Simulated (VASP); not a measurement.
# SiB3W (Pm-3m) in VASP: a series of runs

Runs on SiB3W. Level: PBE. Tasks: single point, relaxation of cell and atoms.

Program: VASP 6.6.1. These are calculated values, not measurements. Logs are shortened: lines on timing, memory, paths and dates and some standing lists are left out, and cuts for length are marked.

## 1. The cell of the first run

It takes space group Pm-3m (No. 221, cubic). Conventional cell: a = 3.741 Å, b = 3.741 Å, c = 3.741 Å, α = 90.00°, β = 90.00°, γ = 90.00°. Within 2.5 Å of Si (site symmetry m-3m) lie 6 B at 1.87 Å. B (site symmetry 4/mmm) has 2 Si at 1.87 Å within 2.5 Å. W (site symmetry m-3m) has 12 B at 2.65 Å and 8 Si at 3.24 Å within 3.5 Å.

## 2. Single point, PBE

INCAR

```
  PREC = Accurate
  ENCUT = 500
  EDIFF = 1E-6
  ISMEAR = 0
  SIGMA = 0.1
  LREAL = False
  LASPH = True
  NELM = 120
  ALGO = Normal
  ISIF = 2
  LWAVE = False
  LCHARG = False
  GGA = PE
  NBANDS = 22
  GGA_COMPAT = False
```

KPOINTS

```
Automatic mesh
0
Gamma
  4 4 4
```

POSCAR

```
SiB3W
1.0
    3.7408581500      0.0000000000      0.0000000000
    0.0000000000      3.7408581500      0.0000000000
    0.0000000000      0.0000000000      3.7408581500
Si B W
1 3 1
Direct
    0.5000000000      0.5000000000      0.5000000000
    0.0000000000      0.5000000000      0.5000000000
    0.5000000000      0.0000000000      0.5000000000
    0.5000000000      0.5000000000      0.0000000000
    0.0000000000      0.0000000000      0.0000000000
```

Potentials or basis: VASP PAW PBE potentials, release 64 (Si, B, W_sv).

Run with:

```
cat potpaw_PBE.64/Si/POTCAR potpaw_PBE.64/B/POTCAR potpaw_PBE.64/W_sv/POTCAR > POTCAR
mpirun -np 1 vasp_std > vasp.out
```

OUTCAR:

```text
PREC = Accurate
   ENCUT = 500
   EDIFF = 1E-6
   ISMEAR = 0
   LREAL = False
   LASPH = True
   NELM = 120
   ISIF = 2
   GGA = PE

 ion  position               nearest neighbor table
   1  0.500  0.500  0.500-   2 1.87   3 1.87   4 1.87   4 1.87   3 1.87   2 1.87   5 3.24   5 3.24
                             5 3.24   5 3.24   5 3.24   5 3.24   5 3.24   5 3.24
   2  0.000  0.500  0.500-   1 1.87   1 1.87   5 2.65   5 2.65   5 2.65   5 2.65
   3  0.500  0.000  0.500-   1 1.87   1 1.87   5 2.65   5 2.65   5 2.65   5 2.65
   4  0.500  0.500  0.000-   1 1.87   1 1.87   5 2.65   5 2.65   5 2.65   5 2.65
   5  0.000  0.000  0.000-   2 2.65   3 2.65   4 2.65   2 2.65   3 2.65   2 2.65   4 2.65   2 2.65
                             3 2.65   4 2.65   3 2.65   4 2.65   1 3.24   1 3.24   1 3.24   1 3.24

  LATTYP: Found a simple cubic cell.
 ALAT       =     3.7408581500

  Lattice vectors:

 A1 = (   3.7408581500,   0.0000000000,   0.0000000000)
 A2 = (   0.0000000000,   3.7408581500,   0.0000000000)
 A3 = (   0.0000000000,   0.0000000000,   3.7408581500)

Analysis of symmetry for initial positions (statically):
=====================================================================
 Subroutine PRICEL returns:
 Original cell was already a primitive cell.

 Routine SETGRP: Setting up the symmetry group for a
 simple cubic supercell.

 Subroutine GETGRP returns: Found 48 space group operations
 (whereof 48 operations were pure point group operations)
 out of a pool of 48 trial point group operations.

The static configuration has the point symmetry O_h .

Analysis of symmetry for dynamics (positions and initial velocities):
=====================================================================
 Subroutine PRICEL returns:
 Original cell was already a primitive cell.

 Routine SETGRP: Setting up the symmetry group for a
 simple cubic supercell.

 Subroutine GETGRP returns: Found 48 space group operations
 (whereof 48 operations were pure point group operations)
 out of a pool of 48 trial point group operations.

The dynamic configuration has the point symmetry O_h .

 Subroutine INISYM returns: Found 48 space group operations
 (whereof 48 operations are pure point group operations),
 and found     1 'primitive' translations

----------------------------------------------------------------------------------------

                                     Primitive cell

  volume of cell :      52.3496

  direct lattice vectors                    reciprocal lattice vectors
     3.740858150  0.000000000  0.000000000     0.267318342  0.000000000  0.000000000
     0.000000000  3.740858150  0.000000000     0.000000000  0.267318342  0.000000000
     0.000000000  0.000000000  3.740858150     0.000000000  0.000000000  0.267318342

  length of vectors
     3.740858150  3.740858150  3.740858150     0.267318342  0.267318342  0.267318342

  position of ions in fractional coordinates (direct lattice)
     0.500000000  0.500000000  0.500000000
     0.000000000  0.500000000  0.500000000
     0.500000000  0.000000000  0.500000000
     0.500000000  0.500000000  0.000000000
     0.000000000  0.000000000  0.000000000

  ion indices of the primitive-cell ions
   primitive index   ion index
                 1           1
                 2           2
                 3           3
                 4           4
                 5           5

----------------------------------------------------------------------------------------

 KPOINTS: Automatic mesh

Automatic generation of k-mesh.
 Grid dimensions read from file:
 generate k-points for:    4    4    4

 Generating k-lattice:

  Cartesian coordinates                     Fractional coordinates (reciprocal lattice)
     0.066829586  0.000000000  0.000000000     0.250000000  0.000000000  0.000000000
     0.000000000  0.066829586  0.000000000     0.000000000  0.250000000  0.000000000
     0.000000000  0.000000000  0.066829586     0.000000000  0.000000000  0.250000000

  Length of vectors
     0.066829586  0.066829586  0.066829586

  Shift w.r.t. Gamma in fractional coordinates (k-lattice)
     0.000000000  0.000000000  0.000000000

 Subroutine IBZKPT returns following result:
 ===========================================

 Found     10 irreducible k-points:

 Following reciprocal coordinates:
            Coordinates               Weight
  0.000000  0.000000  0.000000      1.000000
  0.250000  0.000000  0.000000      6.000000
  0.500000  0.000000  0.000000      3.000000
  0.250000  0.250000  0.000000     12.000000
  0.500000  0.250000  0.000000     12.000000
  0.500000  0.500000  0.000000      3.000000
  0.250000  0.250000  0.250000      8.000000
  0.500000  0.250000  0.250000     12.000000
  0.500000  0.500000  0.250000      6.000000
  0.500000  0.500000  0.500000      1.000000
   k-points           NKPTS =     10   k-points in BZ     NKDIM =     10   number of bands    NBANDS=     22
   number of dos      NEDOS =    301   number of ions     NIONS =      5
   total plane-waves  NPLWV =  21952
   dimension x,y,z NGX =    28 NGY =   28 NGZ =   28
   dimension x,y,z NGXF=    56 NGYF=   56 NGZF=   56
   ions per type =               1   3   1
   NGX,Y,Z   is equivalent  to a cutoff of  12.44, 12.44, 12.44 a.u.
   NGXF,Y,Z  is equivalent  to a cutoff of  24.89, 24.89, 24.89 a.u.
 SYSTEM =  unknown system
   PREC   = accura    normal or accurate (medium, high low for compatibility)
   ISTART =      0    job   : 0-new  1-cont  2-samecut
   ICHARG =      2    charge: 1-file 2-atom 10-const
   ISPIN  =      1    spin polarized calculation?
   LNONCOLLINEAR =      F non collinear calculations
   LSORBIT =      F    spin-orbit coupling
   LASPH  =      T    aspherical Exc in radial PAW
   ENCUT  =  500.0 eV  36.75 Ry    6.06 a.u.   6.82  6.82  6.82*2*pi/ulx,y,z
   NELM   =    120;   NELMIN=  2; NELMDL= -5     # of ELM steps
   EDIFF  = 0.1E-05   stopping-criterion for ELM
   LREAL  =      F    real-space projection
   EDIFFG = 0.1E-04   stopping-criterion for IOM
   NSW    =      0    number of steps for IOM
   IBRION =     -1    ionic relax: 0-MD 1-quasi-New 2-CG
   NFREE  =      0    steps in history (QN), initial steepest desc. (CG)
   ISIF   =      2    stress and relaxation
   ISYM   =      2    0-nonsym 1-usesym 2-fastsym
   POTIM  = 0.5000    time-step for ionic-motion
   TEBEG  =    0.0;   TEEND  =   0.0 temperature during run
   PSTRESS=    0.0 pullay stress
   NELECT =      27.0000    total number of electrons
   NUPDOWN=      -1.0000    fix difference up-down
   EMIN   =  10.00;   EMAX   =-10.00  energy-range for DOS
   EFERMI =   0.00;   METHOD = LEGACY
   ISMEAR =     0;   SIGMA  =   0.10  broadening in eV -4-tet -1-fermi 0-gaus
   EFERMI_NEDOS =   21; number of points for ismear=-14 and -15
   IALGO  =     38    algorithm
   IMIX   =      4    mixing-type and parameters
     AMIX     =   0.40;   BMIX     =  1.00
     AMIX_MAG =   1.60;   BMIX_MAG =  1.00
  volume/ion in A,a.u.               =      10.47        70.65
  Fermi-wavevector in a.u.,A,eV,Ry     =   1.312879  2.480982 23.451715  1.723652
  Thomas-Fermi vector in A             =   2.443241
   LORBIT       =      0    0 simple, 1 ext, 2 COOP (PROOUT), +10 PAW based schemes
   GGA     = PE    functional components
   LHFCALC =     F    Hartree Fock is set to
   AEXX    =    0.0000 exact exchange contribution
   IVDW    =     0    specifies the selected vdW correction
   LEPSILON=     F    determine dielectric tensor
   LRPA    =     F    only Hartree local field effects (RPA)
 non-spin polarized calculation
 Gauss-broadening in eV      SIGMA  =   0.10
  energy-cutoff  :      500.00
  volume of cell :       52.35
 maximum number of plane-waves:      1357
 NGX is ok and might be reduce to    28
   NGX = 13   NGY = 13   NGZ = 13

 number of electron      26.9999996 magnetization

 Free energy of the ion-electron system (eV)
  ---------------------------------------------------
  ext. energy  EPLUGINS =         0.00000000
  ---------------------------------------------------
  free energy    TOTEN  =       -29.21804042 eV

  energy without entropy =      -29.20665697  energy(sigma->0) =      -29.21234870

 E-fermi :   9.2148     XC(G=0): -12.1739

 val. band max:        9.1344064001   @ k =   0.5000   0.2500   0.0000
 cond. band min:       9.2992058048   @ k =   0.5000   0.2500   0.2500
 fundamental gap:      0.1647994047
 Fermi energy:         9.2148014500

 k-point     1 :       0.0000    0.0000    0.0000
  band No.  band energies     occupation
      1     -65.8456      2.00000
      2     -29.9678      2.00000
      3     -29.9678      2.00000
      4     -29.9678      2.00000
      5      -5.5179      2.00000
      6       2.8373      2.00000
[... 14 lines left out ...]
     21      12.2353      0.00000
     22      12.2353      0.00000

 k-point     2 :       0.2500    0.0000    0.0000
  band No.  band energies     occupation
      1     -65.8452      2.00000
      2     -29.9856      2.00000
      3     -29.9660      2.00000
      4     -29.9660      2.00000
      5      -4.9687      2.00000
      6       0.1053      2.00000
[... 14 lines left out ...]
     21      13.2325      0.00000
     22      13.6927      0.00000

 k-point     3 :       0.5000    0.0000    0.0000
  band No.  band energies     occupation
      1     -65.8449      2.00000
      2     -30.0034      2.00000
      3     -29.9642      2.00000
      4     -29.9642      2.00000
      5      -4.0110      2.00000
      6      -1.7864      2.00000
[... 14 lines left out ...]
     21      15.2037      0.00000
     22      15.5997      0.00000
[... 126 lines left out ...]
 k-point     9 :       0.5000    0.5000    0.2500
  band No.  band energies     occupation
      1     -65.8439      2.00000
      2     -29.9977      2.00000
      3     -29.9977      2.00000
      4     -29.9784      2.00000
      5      -2.7971      2.00000
      6       0.0126      2.00000
[... 14 lines left out ...]
     21      14.2693      0.00000
     22      15.4428      0.00000

 k-point    10 :       0.5000    0.5000    0.5000
  band No.  band energies     occupation
      1     -65.8436      2.00000
      2     -29.9959      2.00000
      3     -29.9959      2.00000
      4     -29.9959      2.00000
      5      -1.9472      2.00000
      6       0.1199      2.00000
[... 14 lines left out ...]
     21      14.8171      0.00000
     22      14.8171      0.00000

------------------------ aborting loop because EDIFF is reached ----------------------------------------

  FORCE on cell =-STRESS in cart. coord.  units (eV):
  Direction    XX          YY          ZZ          XY          YZ          ZX
  --------------------------------------------------------------------------------------
  -------------------------------------------------------------------------------------
  Total        4.1847369      4.1847369      4.1847369      0.0000000      0.0000000     -0.0000000
  in kB      128.0751928    128.0751928    128.0751928      0.0000000      0.0000000     -0.0000000
  external PRESSURE =     128.0751928 kB  Pullay stress =       0.0000000 kB

 VOLUME and BASIS-vectors are now :
 -----------------------------------------------------------------------------
  energy-cutoff  :      500.00
  volume of cell :       52.35
      direct lattice vectors                 reciprocal lattice vectors
     3.740858150  0.000000000  0.000000000     0.267318342  0.000000000  0.000000000
     0.000000000  3.740858150  0.000000000     0.000000000  0.267318342  0.000000000
     0.000000000  0.000000000  3.740858150     0.000000000  0.000000000  0.267318342

 POSITION                                       TOTAL-FORCE (eV/Angst)
 -----------------------------------------------------------------------------------
      1.87043      1.87043      1.87043         0.000000      0.000000      0.000000
      0.00000      1.87043      1.87043         0.000000      0.000000      0.000000
      1.87043      0.00000      1.87043         0.000000      0.000000      0.000000
      1.87043      1.87043      0.00000         0.000000      0.000000      0.000000
      0.00000      0.00000      0.00000         0.000000      0.000000      0.000000
 -----------------------------------------------------------------------------------
    total drift:                               -0.000000     -0.000000     -0.000000

  FREE ENERGIE OF THE ION-ELECTRON SYSTEM (eV)
  ---------------------------------------------------
  free  energy   TOTEN  =       -29.2180404239 eV

  energy  without entropy=      -29.2066569677  energy(sigma->0) =      -29.21234870
```

It took 8 s on 1 thread of Intel Xeon 6975P-C, shared host; peak memory 0.16 GiB.

Results:

```yaml
Free_energy: -29.2180 eV
Pressure: 12.8 GPa
```

Caveat: the k points lie up to 0.42 Å⁻¹ apart; spin-orbit coupling is left out, which moves the levels of the heavy elements.

## 3. Single point, PBE

This run uses another cell than the first one, of 11.21 Å³/atom, 1.071 times its volume.

INCAR

```
ALGO = Normal
EDIFF = 1E-6
ENCUT = 500
GGA = PE
GGA_COMPAT = False
ISIF = 2
ISMEAR = 0
LASPH = True
LCHARG = False
LREAL = False
LWAVE = False
NBANDS = 22
NELM = 120
PREC = Accurate
SIGMA = 0.1
```

KPOINTS

```
k-points
0
Gamma
  4 4 4
```

POSCAR: that of step 2 with these lines changed.

```diff
@@ -2,5 +2,5 @@
 1.0
-    3.7408581500      0.0000000000      0.0000000000
-    0.0000000000      3.7408581500      0.0000000000
-    0.0000000000      0.0000000000      3.7408581500
+    3.8271695481      0.0000000000      0.0000000000
+    0.0000000000      3.8271695481      0.0000000000
+    0.0000000000      0.0000000000      3.8271695481
 Si B W
```

Potentials or basis: VASP PAW PBE potentials, release 64 (Si, B, W_sv).

Run with:

```
cat potpaw_PBE.64/Si/POTCAR potpaw_PBE.64/B/POTCAR potpaw_PBE.64/W_sv/POTCAR > POTCAR
mpirun -np 1 vasp_std > vasp.out
```

Wall time 11 s (1 thread of Intel Xeon 6975P-C, shared host); peak memory 0.16 GiB.

The run converged. Its results:

```yaml
Free_energy: -29.3603 eV
Pressure: 0.0 GPa
```

Levels at points of the mesh, in eV from the Fermi level:
```csv
k point,band 10,band 11,band 12,band 13,band 14,band 15,band 16,band 17
"(0.00, 0.00, 0.00)",-5.57,-1.09,-0.63,-0.63,-0.63,0.95,0.95,2.02
"(0.50, 0.00, 0.00)",-3.60,-1.72,-0.85,-0.85,-0.41,-0.37,-0.37,-0.37
"(0.50, 0.50, 0.00)",-3.24,-3.24,-3.08,0.12,0.22,0.98,0.98,1.64
"(0.50, 0.50, 0.50)",-4.55,-4.55,0.49,0.54,0.54,1.40,1.40,1.40
```

Caveat: the k points lie up to 0.41 Å⁻¹ apart; spin-orbit coupling is left out, which moves the levels of the heavy elements.

## 4. Relaxation of cell and atoms, PBE

INCAR

```
PREC = Accurate
ENCUT = 500
EDIFF = 1E-7
ISMEAR = 0
SIGMA = 0.1
LREAL = F
LASPH = T
NELM = 120
ALGO = Normal
ISIF = 3
LWAVE = F
LCHARG = F
GGA = PE
IBRION = 2
NSW = 90
EDIFFG = -0.04
GGA_COMPAT = F
NELMIN = 4
```

KPOINTS

```
Automatic mesh
0
Gamma
  4 4 4
```

POSCAR: that of step 3 with these lines changed.

```diff
@@ -2,5 +2,5 @@
 1.0
-    3.8271695481      0.0000000000      0.0000000000
-    0.0000000000      3.8271695481      0.0000000000
-    0.0000000000      0.0000000000      3.8271695481
+    3.7408581500      0.0000000000      0.0000000000
+    0.0000000000      3.7408581500      0.0000000000
+    0.0000000000      0.0000000000      3.7408581500
 Si B W
```

Run with:

```
cat potpaw_PBE.64/Si/POTCAR potpaw_PBE.64/B/POTCAR potpaw_PBE.64/W_sv/POTCAR > POTCAR
mpirun -np 1 vasp_std > vasp.out
```

It took 25 s on 1 thread of Intel Xeon 6975P-C, shared host; peak memory 0.16 GiB.

Results (log left out):

```
Free energy                            : -29.3586 eV
Relaxed volume                         : 11.22 Å³/atom
Relaxed cell                           : a = 3.828 Å, b = 3.828 Å, c = 3.828 Å, α = 90.00°, β = 90.00°, γ = 90.00°
Space group after relaxing (to 0.05 Å) : Pm-3m (No. 221)
Energy gained by relaxing              : 28.1 meV/atom
Ionic steps                            : 3
Pressure after relaxing                : 0.0 GPa
```

Step by step:
```
step  energy change (eV)  largest force (eV/Å)  pressure (GPa)  volume (Å³)
   1              0.0000                0.0000           12.81        52.35
   2             -0.0725                0.0000           -7.27        58.95
   3             -0.1406                0.0000           -0.03        56.09
```

Final structure:
```yaml
crystal:
  lattice:
    - [3.82797, 0.00000, 0.00000]
    - [0.00000, 3.82797, 0.00000]
    - [0.00000, 0.00000, 3.82797]
  atoms:
    - { symbol: Si, position: [0.50000, 0.50000, 0.50000] }
    - { symbol: B, position: [0.00000, 0.50000, 0.50000] }
    - { symbol: B, position: [0.50000, 0.00000, 0.50000] }
    - { symbol: B, position: [0.50000, 0.50000, 0.00000] }
    - { symbol: W, position: [0.00000, 0.00000, 0.00000] }
```

Levels at points of the mesh, in eV from the Fermi level:
```csv
k point,band 9,band 10,band 11,band 12,band 13,band 14,band 15,band 16,band 17
"(0.00, 0.00, 0.00)",-5.57,-5.57,-1.10,-0.63,-0.63,-0.63,0.94,0.94,2.02
"(0.50, 0.00, 0.00)",-3.74,-3.59,-1.72,-0.85,-0.85,-0.41,-0.37,-0.37,-0.37
"(0.50, 0.50, 0.00)",-4.39,-3.23,-3.23,-3.08,0.12,0.22,0.98,0.98,1.64
"(0.50, 0.50, 0.50)",-4.55,-4.55,-4.55,0.48,0.54,0.54,1.40,1.40,1.40
```

Caveat: the k points lie up to 0.41 Å⁻¹ apart in the final cell; the bands computed are all filled at some k points, so no gap is given; spin-orbit coupling is left out, which moves the levels of the heavy elements.

## 5. The runs side by side

```csv
task,cell,gap on the mesh (eV),pressure (GPa)
single point,"a = 3.741 Å, 5 atoms",none,12.8
single point,"a = 3.827 Å, 5 atoms",none,0.0
relaxation of cell and atoms,"relaxed from a = 3.741 Å, 5 atoms",-,0.0
```

Alike in all rows: level PBE; potentials or basis VASP PAW PBE potentials, release 64 (Si, B, W_sv); no spin polarisation; k mesh 4 × 4 × 4; cutoff (eV) 500; smearing gaussian 0.1 eV.

Caveats: all runs use coarse meshes; spin-orbit coupling is left out, which moves the levels of the heavy elements; the bands computed are all filled at some k points, so no gap is given (some runs).

Total energies depend on the potentials used, so only differences within one code and one set of settings carry meaning.
